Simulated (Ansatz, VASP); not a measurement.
# PbF2: VASP beside Ansatz

```
Pb F
1.0
     6.42689    0.00000    0.00000
     0.00000    3.89098    0.00000
     0.00000    0.00000    7.63574
Pb F
4 8
Cartesian
  4.8587 2.9182 0.7865
  1.5682 0.9727 6.8493
  4.7816 0.9727 4.6044
  1.6453 2.9182 3.0314
  0.9126 2.9182 0.6490
  5.5143 0.9727 6.9867
  2.3008 0.9727 4.4669
  4.1261 2.9182 3.1688
  3.5412 2.9182 6.2155
  2.8857 0.9727 1.4202
  6.0991 0.9727 2.3976
  0.3278 2.9182 5.2381
```

Alike in both runs: task relaxation of cell and atoms; functional PBE; k mesh 4 × 6 × 4; occupations gaussian, width 0.05 eV; no spin polarisation.

|  | VASP | Ansatz |
| --- | --- | --- |
| version | VASP 6.6.1 | Ansatz 0.2.0 |
| potentials or method | VASP PAW PBE potentials, release 64 (Pb_d, F), cutoff 600 eV | scalar-relativistic, plane waves, PAW |
| valence electrons in the cell | 112 | 112 |

Ansatz gave:

* gap on the k mesh at the Fermi level, each at its own relaxed structure (eV): 4.43
* relaxed volume (Å³/atom): 16.96
* relaxed length of the cell vector where the two differ most in proportion (Å): 7.830

Estimate VASP's values.

gap on the k mesh at the Fermi level, each at its own relaxed structure (eV): 4.42; relaxed volume (Å³/atom): 16.88; relaxed length of the cell vector where the two differ most in proportion (Å): 7.812.

Neither program's run includes spin-orbit coupling.
